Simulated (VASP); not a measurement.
# Li (P6_3/mmc) in VASP: notebook

Runs on Li. Level: revPBE. Tasks: single point.

Everything below comes from runs of VASP 6.6.1. Logs are shortened: lines on timing, memory, paths and dates and some standing lists are left out, and cuts for length are marked.

## Step 1: The cell of the first run

It takes space group P6_3/mmc (No. 194, hexagonal). Conventional cell: a = 3.020 Å, b = 3.020 Å, c = 4.926 Å, α = 90.00°, β = 90.00°, γ = 120.00°. Li (site symmetry -6m2) has 12 Li at 3.02 Å within 4.0 Å.

## Step 2: Single point, revPBE (volume scaled by 0.92)

INCAR

```
  ALGO = Normal
  EDIFF = 1E-6
  ENCUT = 520
  GGA = RE
  ISIF = 2
  ISMEAR = -1
  LASPH = T
  LCHARG = T
  LELF = T
  LREAL = F
  LVHAR = T
  LWAVE = F
  NBANDS = 10
  NELM = 60
  PREC = Accurate
  SIGMA = 0.1
```

KPOINTS

```
k-points
0
Gamma
  13 13 7
```

POSCAR

```
Li
1.0
    3.0196236229      0.0000000000      0.0000000000
   -1.5098118115      2.6150707673      0.0000000000
    0.0000000000      0.0000000000      4.9261844991
Li
2
Direct
    0.3333333333      0.6666666667      0.2500000000
    0.6666666667      0.3333333333      0.7500000000
```

Potentials or basis: VASP PAW PBE potentials, release 64 (Li_sv).

The run is started by

```sh
$ cat potpaw_PBE.64/Li_sv/POTCAR > POTCAR
$ mpirun -np 1 vasp_std > vasp.out
```

OUTCAR:

```text
EDIFF = 1E-6
   ENCUT = 520
   GGA = RE
   ISIF = 2
   ISMEAR = -1
   LASPH = T
   LREAL = F
   NELM = 60
   PREC = Accurate

 ion  position               nearest neighbor table
   1  0.333  0.667  0.250-
   2  0.667  0.333  0.750-

  LATTYP: Found a hexagonal cell.
 ALAT       =     3.0196236229
 C/A-ratio  =     1.6313902374

  Lattice vectors:

 A1 = (   3.0196236229,   0.0000000000,   0.0000000000)
 A2 = (  -1.5098118115,   2.6150707673,   0.0000000000)
 A3 = (   0.0000000000,   0.0000000000,   4.9261844991)

Analysis of symmetry for initial positions (statically):
=====================================================================
 Subroutine PRICEL returns:
 Original cell was already a primitive cell.

 Routine SETGRP: Setting up the symmetry group for a
 hexagonal supercell.

 Subroutine GETGRP returns: Found 24 space group operations
 (whereof 12 operations were pure point group operations)
 out of a pool of 24 trial point group operations.

The static configuration has the point symmetry D_3d.
 The point group associated with its full space group is D_6h.

Analysis of symmetry for dynamics (positions and initial velocities):
=====================================================================
 Subroutine PRICEL returns:
 Original cell was already a primitive cell.

 Routine SETGRP: Setting up the symmetry group for a
 hexagonal supercell.

 Subroutine GETGRP returns: Found 24 space group operations
 (whereof 12 operations were pure point group operations)
 out of a pool of 24 trial point group operations.

The dynamic configuration has the point symmetry D_3d.
 The point group associated with its full space group is D_6h.

 Subroutine INISYM returns: Found 24 space group operations
 (whereof 12 operations are pure point group operations),
 and found     1 'primitive' translations

----------------------------------------------------------------------------------------

                                     Primitive cell

  volume of cell :      38.8998

  direct lattice vectors                    reciprocal lattice vectors
     3.019623623  0.000000000  0.000000000     0.331167101  0.191199415  0.000000000
    -1.509811812  2.615070767  0.000000000     0.000000000  0.382398829  0.000000000
     0.000000000  0.000000000  4.926184499     0.000000000  0.000000000  0.202996863

  length of vectors
     3.019623623  3.019623623  4.926184499     0.382398829  0.382398829  0.202996863

  position of ions in fractional coordinates (direct lattice)
     0.333333333  0.666666667  0.250000000
     0.666666667  0.333333333  0.750000000

  ion indices of the primitive-cell ions
   primitive index   ion index
                 1           1
                 2           2

----------------------------------------------------------------------------------------

 KPOINTS: k-points

Automatic generation of k-mesh.
 Grid dimensions read from file:
 generate k-points for:   13   13    7

 Generating k-lattice:

  Cartesian coordinates                     Fractional coordinates (reciprocal lattice)
     0.025474392  0.014707647  0.000000000     0.076923077 -0.000000000  0.000000000
     0.000000000  0.029415295  0.000000000     0.000000000  0.076923077  0.000000000
     0.000000000  0.000000000  0.028999552     0.000000000  0.000000000  0.142857143

  Length of vectors
     0.029415295  0.029415295  0.028999552

  Shift w.r.t. Gamma in fractional coordinates (k-lattice)
     0.000000000  0.000000000  0.000000000

 Subroutine IBZKPT returns following result:
 ===========================================

 Found     84 irreducible k-points:

 Following reciprocal coordinates:
            Coordinates               Weight
  0.000000  0.000000  0.000000      1.000000
  0.076923 -0.000000  0.000000      6.000000
  0.153846  0.000000  0.000000      6.000000
  0.230769 -0.000000  0.000000      6.000000
  0.307692  0.000000  0.000000      6.000000
  0.384615 -0.000000  0.000000      6.000000
[... 16 lines left out ...]
  0.076923 -0.000000  0.142857     12.000000
  0.153846  0.000000  0.142857     12.000000
 [... further k-points ...]
   k-points           NKPTS =     84   k-points in BZ     NKDIM =     84   number of bands    NBANDS=     10
   number of dos      NEDOS =    301   number of ions     NIONS =      2
   total plane-waves  NPLWV =  23040
   dimension x,y,z NGX =    24 NGY =   24 NGZ =   40
   dimension x,y,z NGXF=    48 NGYF=   48 NGZF=   80
   ions per type =               2
   NGX,Y,Z   is equivalent  to a cutoff of  13.21, 13.21, 13.50 a.u.
   NGXF,Y,Z  is equivalent  to a cutoff of  26.43, 26.43, 27.00 a.u.
 SYSTEM =  unknown system
   PREC   = accura    normal or accurate (medium, high low for compatibility)
   ISTART =      0    job   : 0-new  1-cont  2-samecut
   ICHARG =      2    charge: 1-file 2-atom 10-const
   ISPIN  =      1    spin polarized calculation?
   LNONCOLLINEAR =      F non collinear calculations
   LSORBIT =      F    spin-orbit coupling
   LASPH  =      T    aspherical Exc in radial PAW
   ENCUT  =  520.0 eV  38.22 Ry    6.18 a.u.   5.61  5.61  9.16*2*pi/ulx,y,z
   NELM   =     60;   NELMIN=  2; NELMDL= -5     # of ELM steps
   EDIFF  = 0.1E-05   stopping-criterion for ELM
   LREAL  =      F    real-space projection
   EDIFFG = 0.1E-04   stopping-criterion for IOM
   NSW    =      0    number of steps for IOM
   IBRION =     -1    ionic relax: 0-MD 1-quasi-New 2-CG
   NFREE  =      0    steps in history (QN), initial steepest desc. (CG)
   ISIF   =      2    stress and relaxation
   ISYM   =      2    0-nonsym 1-usesym 2-fastsym
   POTIM  = 0.5000    time-step for ionic-motion
   TEBEG  =    0.0;   TEEND  =   0.0 temperature during run
   PSTRESS=    0.0 pullay stress
   NELECT =       6.0000    total number of electrons
   NUPDOWN=      -1.0000    fix difference up-down
   EMIN   =  10.00;   EMAX   =-10.00  energy-range for DOS
   EFERMI =   0.00;   METHOD = LEGACY
   ISMEAR =    -1;   SIGMA  =   0.10  broadening in eV -4-tet -1-fermi 0-gaus
   EFERMI_NEDOS =   21; number of points for ismear=-14 and -15
   IALGO  =     38    algorithm
   IMIX   =      4    mixing-type and parameters
     AMIX     =   0.40;   BMIX     =  1.00
     AMIX_MAG =   1.60;   BMIX_MAG =  1.00
  volume/ion in A,a.u.               =      19.45       131.25
  Fermi-wavevector in a.u.,A,eV,Ry     =   0.877963  1.659110 10.487632  0.770819
  Thomas-Fermi vector in A             =   1.997984
   LORBIT       =      0    0 simple, 1 ext, 2 COOP (PROOUT), +10 PAW based schemes
   GGA     = RE    functional components
   LHFCALC =     F    Hartree Fock is set to
   AEXX    =    0.0000 exact exchange contribution
   IVDW    =     0    specifies the selected vdW correction
   LEPSILON=     F    determine dielectric tensor
   LRPA    =     F    only Hartree local field effects (RPA)
 non-spin polarized calculation
  energy-cutoff  :      520.00
  volume of cell :       38.90
 maximum number of plane-waves:      1087
 NGX is ok and might be reduce to    24
   NGX = 11   NGY = 11   NGZ = 19

 number of electron       6.0000006 magnetization

 Free energy of the ion-electron system (eV)
  ---------------------------------------------------
  ext. energy  EPLUGINS =         0.00000000
  ---------------------------------------------------
  free energy    TOTEN  =        -3.62091837 eV

  energy without entropy =       -3.58717324  energy(sigma->0) =       -3.60404581

 E-fermi :   0.8119     XC(G=0):  -7.0615

 val. band max:        0.8107769150   @ k =   0.4615   0.0769   0.0000
 cond. band min:       0.8218782327   @ k =   0.3846   0.1538   0.0000
 fundamental gap:      0.0111013178
 Fermi energy:         0.8118824158

 k-point     1 :       0.0000    0.0000    0.0000
  band No.  band energies     occupation
      1     -45.7947      2.00000
      2     -45.7741      2.00000
      3      -2.8176      2.00000
      4       0.7955      1.08167
      5       3.8854      0.00000
      6      13.7871      0.00000
      7      13.7872      0.00000
      8      15.2113      0.00000
      9      15.2114      0.00000
     10      15.9539      0.00000

 k-point     2 :       0.0769   -0.0000    0.0000
  band No.  band energies     occupation
      1     -45.7936      2.00000
      2     -45.7734      2.00000
      3      -2.7215      2.00000
      4       0.9234      0.49372
      5       3.9205      0.00000
      6      12.7018      0.00000
      7      13.0556      0.00000
      8      15.1919      0.00000
      9      15.6867      0.00000
     10      15.8389      0.00000

 k-point     3 :       0.1538    0.0000    0.0000
  band No.  band energies     occupation
      1     -45.7906      2.00000
      2     -45.7720      2.00000
      3      -2.4332      2.00000
      4       1.3068      0.01408
      5       4.0125      0.00000
      6      10.7092      0.00000
      7      11.9870      0.00000
      8      15.0946      0.00000
      9      15.1159      0.00000
     10      15.4697      0.00000

 k-point     4 :       0.2308   -0.0000    0.0000
  band No.  band energies     occupation
      1     -45.7864      2.00000
      2     -45.7702      2.00000
      3      -1.9524      2.00000
      4       1.9444      0.00002
      5       4.1005      0.00000
      6       8.7874      0.00000
      7      11.0548      0.00000
      8      13.2836      0.00000
      9      13.4185      0.00000
     10      15.1379      0.00000
[... 222 lines left out ...]
 k-point    22 :       0.0000    0.0000    0.1429
  band No.  band energies     occupation
      1     -45.7937      2.00000
      2     -45.7750      2.00000
      3      -2.7244      2.00000
      4       0.3198      1.98552
      5       4.5886      0.00000
      6      13.8813      0.00000
      7      13.8814      0.00000
      8      14.7086      0.00000
      9      15.2219      0.00000
     10      15.2219      0.00000

 k-point    23 :       0.0769   -0.0000    0.1429
  band No.  band energies     occupation
      1     -45.7926      2.00000
      2     -45.7744      2.00000
      3      -2.6282      2.00000
      4       0.4358      1.95454
      5       4.6342      0.00000
      6      12.7881      0.00000
      7      13.1613      0.00000
      8      14.5926      0.00000
      9      15.3920      0.00000
     10      15.5686      0.00000

 k-point    24 :       0.1538    0.0000    0.1429
  band No.  band energies     occupation
      1     -45.7897      2.00000
      2     -45.7729      2.00000
      3      -2.3394      2.00000
      4       0.7805      1.15569
      5       4.7611      0.00000
      6      10.7937      0.00000
      7      12.1004      0.00000
      8      14.3117      0.00000
      9      14.5671      0.00000
     10      15.3659      0.00000

 [... further k-points ...]
[... 5 lines left out ...]
  --------------------------------------------------------------------------------------
  -------------------------------------------------------------------------------------
  Total        0.2655642      0.2655642      0.3236212     -0.0000000      0.0000000      0.0000000
  in kB       10.9378791     10.9378791     13.3290949     -0.0000000      0.0000000      0.0000000
  external PRESSURE =      11.7349510 kB  Pullay stress =       0.0000000 kB

 VOLUME and BASIS-vectors are now :
 -----------------------------------------------------------------------------
  energy-cutoff  :      520.00
  volume of cell :       38.90
      direct lattice vectors                 reciprocal lattice vectors
     3.019623623  0.000000000  0.000000000     0.331167101  0.191199415  0.000000000
    -1.509811812  2.615070767  0.000000000     0.000000000  0.382398829  0.000000000
     0.000000000  0.000000000  4.926184499     0.000000000  0.000000000  0.202996863

 POSITION                                       TOTAL-FORCE (eV/Angst)
 -----------------------------------------------------------------------------------
     -0.00000      1.74338      1.23155        -0.000000      0.000000      0.000000
      1.50981      0.87169      3.69464         0.000000     -0.000000      0.000000
 -----------------------------------------------------------------------------------
    total drift:                               -0.000000      0.000000      0.000000

  FREE ENERGIE OF THE ION-ELECTRON SYSTEM (eV)
  ---------------------------------------------------
  free  energy   TOTEN  =        -3.6209183730 eV

  energy  without entropy=       -3.5871732405  energy(sigma->0) =       -3.60404581
```

It took 20 s on 1 thread of Intel Xeon 6975P-C, shared host; peak memory 0.16 GiB.

What came out:

- Free energy: -3.6209 eV
- Band gap on the k mesh: zero (band 3 reaches 2.49 eV, above the bottom of band 4 at -1.33 eV)

Levels at points of the mesh, in eV from the Fermi level:
| k point | band 1 | band 2 | band 3 | band 4 | band 5 | band 6 | band 7 | band 8 |
| --- | --- | --- | --- | --- | --- | --- | --- | --- |
| (0.00, 0.00, 0.00) | -46.61 | -46.59 | -3.63 | -0.02 | 3.07 | 12.98 | 12.98 | 14.40 |

Caveat: the cutoff is under 1.25 times the usual one of these potentials, so pressure, stress and relaxed cells hold a basis-set (Pulay) error; the PAW data sets were made with another functional, which shifts forces and pressure a little.

[end of part 1 of 2]
